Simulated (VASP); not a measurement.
Wanted: the native input for a VASP 6.6.1 run.

```yaml
Task: single point
Functional: r2SCAN
Potentials_or_basis: VASP PAW PBE potentials, release 64 (Si, W_sv)
Cutoff: 520 eV
k_mesh: 12 × 12 × 6
Occupations: gaussian, width 0.03 eV
Spin: no spin polarisation
Dipole_correction: no
Further_INCAR_settings: ALGO = Normal; EDIFF = 1e-06; NBANDS = 43
```

The system is Si2W.

```
CELL_PARAMETERS angstrom
4.21331 0.00000 0.00000
-2.10666 3.64884 0.00000
0.00000 0.00000 6.60915
ATOMIC_POSITIONS crystal
Si 0.83640 0.67281 0.50000
Si 0.16360 0.83640 0.83333
Si 0.67281 0.83640 0.16667
Si 0.16360 0.32719 0.50000
Si 0.83640 0.16360 0.83333
Si 0.32719 0.16360 0.16667
W 0.00000 0.50000 0.16667
W 0.50000 0.50000 0.83333
W 0.50000 0.00000 0.50000
```

This cell differs from its parent crystal: strain -0.080 along x and y, +0.000 along z.

These files were run (other wordings do the same):

POSCAR

```
Si2W
1.0
    4.2133146779      0.0000000000      0.0000000000
   -2.1066573390      3.6488375452      0.0000000000
    0.0000000000      0.0000000000      6.6091535140
Si W
6 3
Direct
    0.8364048210      0.6728096420      0.5000000000
    0.1635951790      0.8364048210      0.8333333333
    0.6728096420      0.8364048210      0.1666666667
    0.1635951790      0.3271903580      0.5000000000
    0.8364048210      0.1635951790      0.8333333333
    0.3271903580      0.1635951790      0.1666666667
    0.0000000000      0.5000000000      0.1666666667
    0.5000000000      0.5000000000      0.8333333333
    0.5000000000      0.0000000000      0.5000000000
```

INCAR.step1

```
SYSTEM = Si2W
  PREC = Accurate
  ENCUT = 520
  ISMEAR = 0
  SIGMA = 0.03
  LREAL = .FALSE.
  LASPH = .TRUE.
  NELM = 80
  NBANDS = 43
  GGA = PE
  ALGO = Normal
  EDIFF = 1E-4
  LWAVE = .TRUE.
  LCHARG = .FALSE.
```

INCAR.step2

```
SYSTEM = Si2W
  PREC = Accurate
  ENCUT = 520
  EDIFF = 1E-6
  ISMEAR = 0
  SIGMA = 0.03
  LREAL = .FALSE.
  LASPH = .TRUE.
  NELM = 80
  ALGO = Normal
  ISIF = 2
  LWAVE = .FALSE.
  LCHARG = .FALSE.
  METAGGA = R2SCAN
  LMIXTAU = .TRUE.
  NBANDS = 43
  ISTART = 1
```

KPOINTS

```
regular mesh
0
G
  12 12 6
  0 0 0
```

Potentials or basis: VASP PAW PBE potentials, release 64 (Si, W_sv).

Launch:

```bash
$ cat potpaw_PBE.64/Si/POTCAR potpaw_PBE.64/W_sv/POTCAR > POTCAR
$ cp INCAR.step1 INCAR
$ mpirun -np 1 vasp_std > vasp.out
$ cp INCAR.step2 INCAR
$ mpirun -np 1 vasp_std > vasp.out
```

It gave:

```
Pressure               : 59.9 GPa
Largest force          : 0.137 eV/Å
Band gap on the k mesh : 0.47 eV (least direct gap 0.91 eV)
```

Caveat: the cell differs from its parent crystal (strain -0.080 along x and y, +0.000 along z); the stress differs along the axes, from 32 to 74 GPa; the PAW data sets were made with another functional, which shifts forces and pressure a little; spin-orbit coupling is left out, which moves the levels of the heavy elements.

It took 8.6 min on 1 thread of Intel(R) Xeon(R) Platinum 8488C (Sapphire Rapids), with other jobs on the host, peak memory 0.39 GiB.
